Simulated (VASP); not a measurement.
Input of a VASP 6.6.1 run:

The input POSCAR:

```
Cu
1.0
   -1.7229279892      1.4189078795      1.2633112480
    1.4189078795     -1.7229279892      1.2633112480
    3.2212227907      3.2212227907     -1.8201246356
Cu
2
Direct
    0.9586820061      0.0413179939      0.0000000000
    0.7913179939      0.2086820061      0.5000000000
```

INCAR.step1

```
PREC     = Accurate       # precision mode
ENCUT    = 520            # plane-wave cutoff, eV
ISMEAR   = -1             # smearing method
SIGMA    = 0.1            # smearing width, eV
LREAL    = F              # projectors in reciprocal space
LASPH    = T              # aspherical terms in the spheres
NELM     = 100            # most SCF steps
NBANDS   = 18             # bands
GGA      = PE             # functional
ALGO     = Normal         # electronic algorithm
EDIFF    = 1E-4           # SCF threshold, eV
LWAVE    = T              # write WAVECAR
LCHARG   = F              # write CHGCAR
```

Contents of INCAR.step2:

```
PREC     = Accurate       # precision mode
ENCUT    = 520            # plane-wave cutoff, eV
EDIFF    = 1E-6           # SCF threshold, eV
ISMEAR   = -1             # smearing method
SIGMA    = 0.1            # smearing width, eV
LREAL    = F              # projectors in reciprocal space
LASPH    = T              # aspherical terms in the spheres
NELM     = 100            # most SCF steps
ALGO     = Normal         # electronic algorithm
ISIF     = 2              # what is computed and relaxed
LWAVE    = F              # write WAVECAR
LCHARG   = F              # write CHGCAR
METAGGA  = R2SCAN         # meta-GGA
LMIXTAU  = T            
NBANDS   = 18             # bands
ISTART   = 1
```

Contents of KPOINTS:

```
Automatic mesh
0
Gamma
  18 18 9
```

Potentials or basis: VASP PAW PBE potentials, release 64 (Cu).

Command:

```console
$ cat potpaw_PBE.64/Cu/POTCAR > POTCAR
$ cp INCAR.step1 INCAR
$ mpirun -np 1 vasp_std > vasp.out
$ cp INCAR.step2 INCAR
$ mpirun -np 1 vasp_std > vasp.out
```

Task: What does it give for the pressure?

Result: -5.2 GPa.

Task: What does it give for the band gap on the k mesh?

Result: Zero (band 11 reaches 11.44 eV, above the bottom of band 12 at 5.27 eV).

Forces on the atoms (eV/Å):
```
Cu   0.004 -0.004  0.000
Cu  -0.004  0.004  0.000
```

Caveat: the PAW data sets were made with another functional, which shifts forces and pressure a little.
